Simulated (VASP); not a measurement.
A run of VASP 6.6.1:

The input INCAR:

```
SYSTEM = Hf
PREC     = Accurate       ! precision mode
ENCUT    = 520            ! plane-wave cutoff, eV
EDIFF    = 1E-6           ! SCF threshold, eV
ISMEAR   = -1             ! smearing method
SIGMA    = 0.1            ! smearing width, eV
LREAL    = .FALSE.        ! projectors in reciprocal space
LASPH    = .TRUE.         ! aspherical terms in the spheres
NELM     = 60             ! most SCF steps
ALGO     = Normal         ! electronic algorithm
ISIF     = 2              ! what is computed and relaxed
LWAVE    = .FALSE.        ! write WAVECAR
LCHARG   = .FALSE.        ! write CHGCAR
GGA      = PE             ! functional
NBANDS   = 11             ! bands
```

File KPOINTS:

```
Automatic mesh
0
G
  13 13 13
  0 0 0
```

File POSCAR:

```
Hf
1.0
    2.9402515067      0.0000000000      0.0000000000
    0.0000000000      2.9402515067      0.0000000000
    0.0000000000      0.0000000000      2.9402515067
Hf
1
Direct
    0.0000000000      0.0000000000      0.0000000000
```

Potentials or basis: VASP PAW PBE potentials, release 64 (Hf_pv).

Command:

```bash
$ cat potpaw_PBE.64/Hf_pv/POTCAR > POTCAR
$ mpirun -np 1 vasp_std > vasp.out
```

Hardware: 1 thread of Intel Xeon 6975P-C, with other jobs on the host.

Estimate the wall time of this run.

Run time: 9.5 s on 1 thread of Intel Xeon 6975P-C, on a shared host, peak memory 0.15 GiB. Counts: scf iterations 12, k points 84.
